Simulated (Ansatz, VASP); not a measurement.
# BN: VASP beside Ansatz

```xyz
4
Lattice="2.5360 0.0000 0.0000 -1.2680 2.1962 0.0000 0.0000 0.0000 4.1990" Properties=species:S:1:pos:R:3 pbc="T T T"
B     1.2680    0.7321    0.0000
B     0.0000    1.4642    2.0995
N     1.2680    0.7321    1.5746
N     0.0000    1.4642    3.6741
```

Alike in both runs: task relaxation of cell and atoms; functional PBE; k mesh 12 × 12 × 4; no spin polarisation.

```csv
,VASP,Ansatz
version,VASP 6.6.1,Ansatz 0.2.0
potentials or method,"VASP PAW PBE potentials, release 64 (B, N)","plane waves, PAW"
plane-wave cutoff (eV),600,420
occupations,"gaussian, width 0.01 eV",fixed
valence electrons in the cell,16,16
```

```csv
,VASP,Ansatz,Ansatz less VASP
relaxed volume (Å³/atom),5.97,5.97,+0.001
relaxed cell length with the largest relative difference (Å),2.554,2.555,+0.0003
```
